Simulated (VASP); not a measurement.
# WSe2 (P6_3/mmc) in VASP: further runs

The runs below take WSe2 through single point, with r2SCANh, PBE.

Program: VASP 6.6.1. These are calculated values, not measurements. Logs are shortened: lines on timing, memory, paths and dates and some standing lists are left out, and cuts for length are marked.

**The experiment to reproduce.**

From “Time-resolved XUV ARPES with tunable 24–33 eV laser pulses at 30 meV resolution”, 2019, pmc:6684652, for a bulk crystal of WSe2: band gap 1.3 eV (indirect).

The results are compared with them further down.

## 1. The cell of the first run

It takes space group P6_3/mmc (No. 194, hexagonal). Conventional cell: a = 3.300 Å, b = 3.300 Å, c = 13.149 Å, α = 90.00°, β = 90.00°, γ = 120.00°. Within 3.3 Å of W (site symmetry -6m2) lie 6 Se at 2.53 Å and 6 W at 3.30 Å. Se (site symmetry 3m) has 3 W at 2.53 Å and 7 Se at 3.30 to 3.33 Å within 3.4 Å.

## 2. Single point, r2SCANh

The input, POSCAR:

```
WSe2
1.0
    3.2996664743      0.0000000000      0.0000000000
   -1.6498332372      2.8575949908      0.0000000000
    0.0000000000      0.0000000000     13.1486200163
W Se
2 4
Direct
    0.3333333333      0.6666666667      0.2500000000
    0.6666666667      0.3333333333      0.7500000000
    0.3333333333      0.6666666667      0.6233390951
    0.6666666667      0.3333333333      0.1233390951
    0.3333333333      0.6666666667      0.8766609049
    0.6666666667      0.3333333333      0.3766609049
```

The input, INCAR.step1:

```
  ALGO = Normal
  EDIFF = 1E-5
  ENCUT = 520
  GGA = PE
  ISIF = 2
  ISMEAR = 0
  KPAR = 4
  LASPH = T
  LCHARG = F
  LREAL = F
  LWAVE = T
  NBANDS = 35
  NELM = 60
  PREC = Accurate
  SIGMA = 0.01
```

The input, INCAR.step2:

```
  AEXX = 0.1
  ALGO = Normal
  EDIFF = 1E-6
  ENCUT = 520
  ISIF = 2
  ISMEAR = 0
  ISTART = 1
  KPAR = 4
  LASPH = T
  LCHARG = F
  LHFCALC = T
  LMIXTAU = T
  LREAL = F
  LWAVE = F
  METAGGA = R2SCAN
  NBANDS = 35
  NELM = 60
  PREC = Accurate
  PRECFOCK = Fast
  SIGMA = 0.01
```

The input, KPOINTS:

```
k-points
0
Gamma
  6 6 2
```

Potentials or basis: VASP PAW PBE potentials, release 64 (W_sv, Se).

On the command line:

```sh
$ cat potpaw_PBE.64/W_sv/POTCAR potpaw_PBE.64/Se/POTCAR > POTCAR
$ cp INCAR.step1 INCAR
$ mpirun -np 4 vasp_std > vasp.out
$ cp INCAR.step2 INCAR
$ mpirun -np 4 vasp_std > vasp.out
```

OUTCAR:

```text
AEXX = 0.1
   EDIFF = 1E-6
   ENCUT = 520
   ISIF = 2
   ISMEAR = 0
   ISTART = 1
   LASPH = T
   LHFCALC = T
   LREAL = F
   METAGGA = R2SCAN
   NELM = 60
   PREC = Accurate
   PRECFOCK = Fast

 ion  position               nearest neighbor table
   1  0.333  0.667  0.250-   4 2.53   6 2.53   4 2.53   6 2.53   4 2.53   6 2.53
   2  0.667  0.333  0.750-   3 2.53   5 2.53   3 2.53   5 2.53   3 2.53   5 2.53
   3  0.333  0.667  0.623-   2 2.53   2 2.53   2 2.53
   4  0.667  0.333  0.123-   1 2.53   1 2.53   1 2.53
   5  0.333  0.667  0.877-   2 2.53   2 2.53   2 2.53
   6  0.667  0.333  0.377-   1 2.53   1 2.53   1 2.53

  LATTYP: Found a hexagonal cell.
 ALAT       =     3.2996664743
 C/A-ratio  =     3.9848330486

  Lattice vectors:

 A1 = (   3.2996664743,   0.0000000000,   0.0000000000)
 A2 = (  -1.6498332372,   2.8575949908,   0.0000000000)
 A3 = (   0.0000000000,   0.0000000000,  13.1486200163)

Analysis of symmetry for initial positions (statically):
=====================================================================
 Subroutine PRICEL returns:
 Original cell was already a primitive cell.

 Routine SETGRP: Setting up the symmetry group for a
 hexagonal supercell.

 Subroutine GETGRP returns: Found 24 space group operations
 (whereof 12 operations were pure point group operations)
 out of a pool of 24 trial point group operations.

The static configuration has the point symmetry D_3d.
 The point group associated with its full space group is D_6h.

Analysis of symmetry for dynamics (positions and initial velocities):
=====================================================================
 Subroutine PRICEL returns:
 Original cell was already a primitive cell.

 Routine SETGRP: Setting up the symmetry group for a
 hexagonal supercell.

 Subroutine GETGRP returns: Found 24 space group operations
 (whereof 12 operations were pure point group operations)
 out of a pool of 24 trial point group operations.

The dynamic configuration has the point symmetry D_3d.
 The point group associated with its full space group is D_6h.

 Subroutine INISYM returns: Found 24 space group operations
 (whereof 12 operations are pure point group operations),
 and found     1 'primitive' translations

----------------------------------------------------------------------------------------

                                     Primitive cell

  volume of cell :     123.9798

  direct lattice vectors                    reciprocal lattice vectors
     3.299666474  0.000000000  0.000000000     0.303060933  0.174972311  0.000000000
    -1.649833237  2.857594991  0.000000000     0.000000000  0.349944622  0.000000000
     0.000000000  0.000000000 13.148620016     0.000000000  0.000000000  0.076053609

  length of vectors
     3.299666474  3.299666474 13.148620016     0.349944622  0.349944622  0.076053609

  position of ions in fractional coordinates (direct lattice)
     0.333333333  0.666666667  0.250000000
     0.666666667  0.333333333  0.750000000
     0.333333333  0.666666667  0.623339095
     0.666666667  0.333333333  0.123339095
     0.333333333  0.666666667  0.876660905
     0.666666667  0.333333333  0.376660905

  ion indices of the primitive-cell ions
   primitive index   ion index
                 1           1
                 2           2
                 3           3
                 4           4
                 5           5
                 6           6

----------------------------------------------------------------------------------------

 KPOINTS: k-points

Automatic generation of k-mesh.
 Grid dimensions read from file:
 generate k-points for:    6    6    2

 Generating k-lattice:

  Cartesian coordinates                     Fractional coordinates (reciprocal lattice)
     0.050510155  0.029162052  0.000000000     0.166666667  0.000000000  0.000000000
     0.000000000  0.058324104  0.000000000     0.000000000  0.166666667  0.000000000
     0.000000000  0.000000000  0.038026804     0.000000000  0.000000000  0.500000000

  Length of vectors
     0.058324104  0.058324104  0.038026804

  Shift w.r.t. Gamma in fractional coordinates (k-lattice)
     0.000000000  0.000000000  0.000000000

 Subroutine IBZKPT returns following result:
 ===========================================

 Found     14 irreducible k-points:

 Following reciprocal coordinates:
            Coordinates               Weight
  0.000000  0.000000  0.000000      1.000000
  0.166667  0.000000  0.000000      6.000000
  0.333333  0.000000  0.000000      6.000000
  0.500000  0.000000  0.000000      3.000000
  0.166667  0.166667  0.000000      6.000000
  0.333333  0.166667  0.000000     12.000000
  0.333333  0.333333  0.000000      2.000000
  0.000000  0.000000  0.500000      1.000000
  0.166667  0.000000  0.500000      6.000000
  0.333333  0.000000  0.500000      6.000000
  0.500000  0.000000  0.500000      3.000000
  0.166667  0.166667  0.500000      6.000000
  0.333333  0.166667  0.500000     12.000000
  0.333333  0.333333  0.500000      2.000000
   k-points           NKPTS =     14   k-points in BZ     NKDIM =     72   number of bands    NBANDS=     35
   number of dos      NEDOS =    301   number of ions     NIONS =      6
   total plane-waves  NPLWV =  76832
   dimension x,y,z NGX =    28 NGY =   28 NGZ =   98
   dimension x,y,z NGXF=    56 NGYF=   56 NGZF=  196
   ions per type =               2   4
   NGX,Y,Z   is equivalent  to a cutoff of  14.11, 14.11, 12.39 a.u.
   NGXF,Y,Z  is equivalent  to a cutoff of  28.21, 28.21, 24.78 a.u.
 SYSTEM =  unknown system
   PREC   = accura    normal or accurate (medium, high low for compatibility)
   ISTART =      1    job   : 0-new  1-cont  2-samecut
   ICHARG =      0    charge: 1-file 2-atom 10-const
   ISPIN  =      1    spin polarized calculation?
   LNONCOLLINEAR =      F non collinear calculations
   LSORBIT =      F    spin-orbit coupling
   LASPH  =      T    aspherical Exc in radial PAW
   ENCUT  =  520.0 eV  38.22 Ry    6.18 a.u.   6.14  6.14 24.45*2*pi/ulx,y,z
   NELM   =     60;   NELMIN=  2; NELMDL=  0     # of ELM steps
   EDIFF  = 0.1E-05   stopping-criterion for ELM
   LREAL  =      F    real-space projection
   EDIFFG = 0.1E-04   stopping-criterion for IOM
   NSW    =      0    number of steps for IOM
   IBRION =     -1    ionic relax: 0-MD 1-quasi-New 2-CG
   NFREE  =      0    steps in history (QN), initial steepest desc. (CG)
   ISIF   =      2    stress and relaxation
   ISYM   =      3    0-nonsym 1-usesym 2-fastsym
   POTIM  = 0.5000    time-step for ionic-motion
   TEBEG  =    0.0;   TEEND  =   0.0 temperature during run
   PSTRESS=    0.0 pullay stress
   NELECT =      52.0000    total number of electrons
   NUPDOWN=      -1.0000    fix difference up-down
   EMIN   =  10.00;   EMAX   =-10.00  energy-range for DOS
   EFERMI =   0.00;   METHOD = LEGACY
   ISMEAR =     0;   SIGMA  =   0.01  broadening in eV -4-tet -1-fermi 0-gaus
   EFERMI_NEDOS =   21; number of points for ismear=-14 and -15
   IALGO  =     38    algorithm
   IMIX   =      1    mixing-type and parameters
     AMIX     =   0.40;   BMIX     =  1.00
     AMIX_MAG =   1.60;   BMIX_MAG =  1.00
  volume/ion in A,a.u.               =      20.66       139.44
  Fermi-wavevector in a.u.,A,eV,Ry     =   1.225441  2.315747 20.431937  1.501705
  Thomas-Fermi vector in A             =   2.360479
   LORBIT       =      0    0 simple, 1 ext, 2 COOP (PROOUT), +10 PAW based schemes
   METAGGA = R2SCAN    functional components
   LHFCALC =     T    Hartree Fock is set to
   PRECFOCK=fast      Normal, Fast or Accurate (Low or Medium for compatibility)
   ENCUT4O =  -1.0   cutoff for four orbital integrals eV
   NKREDX  =     1    reduce k-point grid by
   NKREDY  =     1    reduce k-point grid by
   NKREDZ  =     1    reduce k-point grid by
   AEXX    =    0.1000 exact exchange contribution
   HFSCREEN=    0.0000 screening length (either q_TF or 0.3 A-1)
   HFSCREENC=   0.0000 screening length for correlation (either q_TF or 0.3 A-1)
   ENCUTFOCK=  -1.0 apply spherical cutoff to Coloumb kernel
   IVDW    =     0    specifies the selected vdW correction
   LEPSILON=     F    determine dielectric tensor
   LRPA    =     F    only Hartree local field effects (RPA)
 non-spin polarized calculation
 Gauss-broadening in eV      SIGMA  =   0.01
  energy-cutoff  :      520.00
  volume of cell :      123.98
 maximum number of plane-waves:      3378
 NGX is ok and might be reduce to    28
  NGX = 14; NGY = 14; NGZ = 56

 number of electron      51.9999996 magnetization

 Free energy of the ion-electron system (eV)
  ---------------------------------------------------
  ext. energy  EPLUGINS =         0.00000000
  ---------------------------------------------------
  free energy    TOTEN  =      -157.16396633 eV

  energy without entropy =     -157.16396633  energy(sigma->0) =     -157.16396633

 E-fermi :   5.7211     XC(G=0): -10.2810

 val. band max:        5.6055982758   @ k =   0.0000   0.0000   0.0000
 cond. band min:       7.2137544630   @ k =   0.1667   0.1667   0.0000
 fundamental gap:      1.6081561872
 Fermi energy:         5.7211435765

 k-point     1 :       0.0000    0.0000    0.0000
  band No.  band energies     occupation
      1     -72.1266      2.00000
      2     -72.1266      2.00000
      3     -35.2031      2.00000
      4     -35.2031      2.00000
      5     -35.0686      2.00000
      6     -35.0686      2.00000
[... 27 lines left out ...]
     34       9.1821      0.00000
     35      11.1129      0.00000

 k-point     2 :       0.1667    0.0000    0.0000
  band No.  band energies     occupation
      1     -72.1234      2.00000
      2     -72.1234      2.00000
      3     -35.1902      2.00000
      4     -35.1902      2.00000
      5     -35.1363      2.00000
      6     -35.1363      2.00000
[... 27 lines left out ...]
     34       9.6413      0.00000
     35      12.6844      0.00000
[... 416 lines left out ...]
     34      10.5462      0.00000
     35      12.0451      0.00000

 k-point    14 :       0.3333    0.3333    0.5000
  band No.  band energies     occupation
      1     -72.1122      2.00000
      2     -72.1122      2.00000
      3     -35.2648      2.00000
      4     -35.2648      2.00000
      5     -35.2440      2.00000
      6     -35.2440      2.00000
[... 27 lines left out ...]
     34      10.9031      0.00000
     35      12.7113      0.00000

------------------------ aborting loop because EDIFF is reached ----------------------------------------

  FORCE on cell =-STRESS in cart. coord.  units (eV):
  Direction    XX          YY          ZZ          XY          YZ          ZX
  --------------------------------------------------------------------------------------
  -------------------------------------------------------------------------------------
  Total        0.0797557      0.0797557     -0.0002900     -0.0000000      0.0000000     -0.0000000
  in kB        1.0306748      1.0306748     -0.0037474     -0.0000000      0.0000000     -0.0000000
  external PRESSURE =       0.6858674 kB  Pullay stress =       0.0000000 kB

 VOLUME and BASIS-vectors are now :
 -----------------------------------------------------------------------------
  energy-cutoff  :      520.00
  volume of cell :      123.98
      direct lattice vectors                 reciprocal lattice vectors
     3.299666474  0.000000000  0.000000000     0.303060933  0.174972311  0.000000000
    -1.649833237  2.857594991  0.000000000     0.000000000  0.349944622  0.000000000
     0.000000000  0.000000000 13.148620016     0.000000000  0.000000000  0.076053609

 POSITION                                       TOTAL-FORCE (eV/Angst)
 -----------------------------------------------------------------------------------
     -0.00000      1.90506      3.28716        -0.000000      0.000000      0.000000
      1.64983      0.95253      9.86147         0.000000      0.000000      0.000000
     -0.00000      1.90506      8.19605         0.000000      0.000000      0.170557
      1.64983      0.95253      1.62174        -0.000000     -0.000000      0.170557
     -0.00000      1.90506     11.52688         0.000000      0.000000     -0.170557
      1.64983      0.95253      4.95257        -0.000000     -0.000000     -0.170557
 -----------------------------------------------------------------------------------
    total drift:                                0.000000     -0.000000     -0.000000

  FREE ENERGIE OF THE ION-ELECTRON SYSTEM (eV)
  ---------------------------------------------------
  free  energy   TOTEN  =      -157.1639663299 eV

  energy  without entropy=     -157.1639663299  energy(sigma->0) =     -157.16396633
```

It took 41 min on 4 MPI ranks of Intel Xeon Platinum 8259CL at 2.50GHz (Skylake/Cascade Lake), shared host; peak memory 0.35 GiB.

What came out:

| Quantity | Value |
| --- | --- |
| Free energy | -157.1640 eV |
| Pressure | 0.1 GPa |
| Largest force | 0.171 eV/Å |
| Band gap on the k mesh | 1.61 eV (least direct gap 2.04 eV) |

Forces on the atoms (eV/Å):
```
W    0.000  0.000  0.000
W    0.000  0.000  0.000
Se   0.000  0.000  0.171
Se   0.000  0.000  0.171
Se   0.000  0.000 -0.171
Se   0.000  0.000 -0.171
```

Stress tensor (GPa, compression positive):
```
0.10 0.00 0.00
0.00 0.10 0.00
0.00 0.00 0.00
```

Levels at points of the mesh, in eV from the valence-band top:
| k point | band 23 | band 24 | band 25 | band 26 | band 27 | band 28 | band 29 | band 30 |
| --- | --- | --- | --- | --- | --- | --- | --- | --- |
| (0.00, 0.00, 0.00) | -1.71 | -1.36 | -1.10 | 0.00 | 3.29 | 3.29 | 3.33 | 3.33 |
| (0.50, 0.00, 0.00) | -1.58 | -1.56 | -1.41 | -1.37 | 2.73 | 2.77 | 2.98 | 3.27 |
| (0.00, 0.00, 0.50) | -1.74 | -1.74 | -0.26 | -0.26 | 3.29 | 3.29 | 3.29 | 3.29 |
| (0.50, 0.00, 0.50) | -1.47 | -1.47 | -1.47 | -1.47 | 2.75 | 2.75 | 3.15 | 3.15 |

Caveat: the PAW data sets were made with another functional, which shifts forces and pressure a little; spin-orbit coupling is left out, which moves the levels of the heavy elements.

## 3. Single point, PBE, non-collinear spin, zero start, spin-orbit coupling

The input, INCAR:

```
SYSTEM = WSe2
PREC = Accurate
ENCUT = 520
EDIFF = 1E-7
ISMEAR = -1
SIGMA = 0.02
LREAL = .FALSE.
LASPH = .TRUE.
NELM = 150
ALGO = Normal
ISIF = 2
LWAVE = .FALSE.
LCHARG = .FALSE.
MAGMOM = 0 0 0 0 0 0 0 0 0 0 0 0 0 0 0 0 0 0
LORBIT = 11
LSORBIT = .TRUE.
GGA_COMPAT = .FALSE.
LORBMOM = .TRUE.
LMAXMIX = 4
GGA = PE
NBANDS = 68
KPAR = 4
```

The input, KPOINTS:

```
Automatic mesh
0
G
  12 12 2
  0 0 0
```

POSCAR is that of step 2.

Potentials or basis: VASP PAW PBE potentials, release 64 (W_sv, Se).

On the command line:

```sh
$ cat potpaw_PBE.64/W_sv/POTCAR potpaw_PBE.64/Se/POTCAR > POTCAR
$ mpirun -np 4 vasp_ncl > vasp.out
```

Wall time 8.8 min (4 MPI ranks of Oxide Virtual Turin-like, shared host); peak memory 0.89 GiB.

Results (log left out):

| Item | Value |
| --- | --- |
| Free energy | -44.7954 eV |
| Pressure | 3.9 GPa |
| Largest force | 0.356 eV/Å |
| Net moment | 0.00 μB per cell |
| Valence electrons inside the program's atomic spheres | W 11.99; Se 3.90 |

Forces on the atoms (eV/Å):
```
W    0.000  0.000  0.000
W    0.000  0.000  0.000
Se   0.000  0.000 -0.356
Se   0.000  0.000 -0.356
Se   0.000  0.000  0.356
Se   0.000  0.000  0.356
```

Stress tensor (GPa, compression positive):
```
3.35 0.00 0.00
0.00 3.35 0.00
0.00 0.00 5.06
```

Moments on the atoms (μB; x, y, z):
```
W   0.00 0.00 0.00
W   0.00 0.00 0.00
Se  0.00 0.00 0.00
Se  0.00 0.00 0.00
Se  0.00 0.00 0.00
Se  0.00 0.00 0.00
```

Caveat: the cell stands under pressure; this functional lacks dispersion, which binds layers or chains, so the pressure and a relaxed spacing across them are unreliable.

## 4. Against experiment

Step 2. Against the measured gap of WSe2, 1.3 eV (indirect; “Time-resolved XUV ARPES with tunable 24–33 eV laser pulses at 30 meV resolution”, 2019, pmc:6684652), the calculated 1.61 eV is off by +0.31 eV. Spin-orbit coupling on Se, W is left out. The value is that of r2SCANh on a finite k mesh, which can miss the band edges, without temperature or zero-point motion.
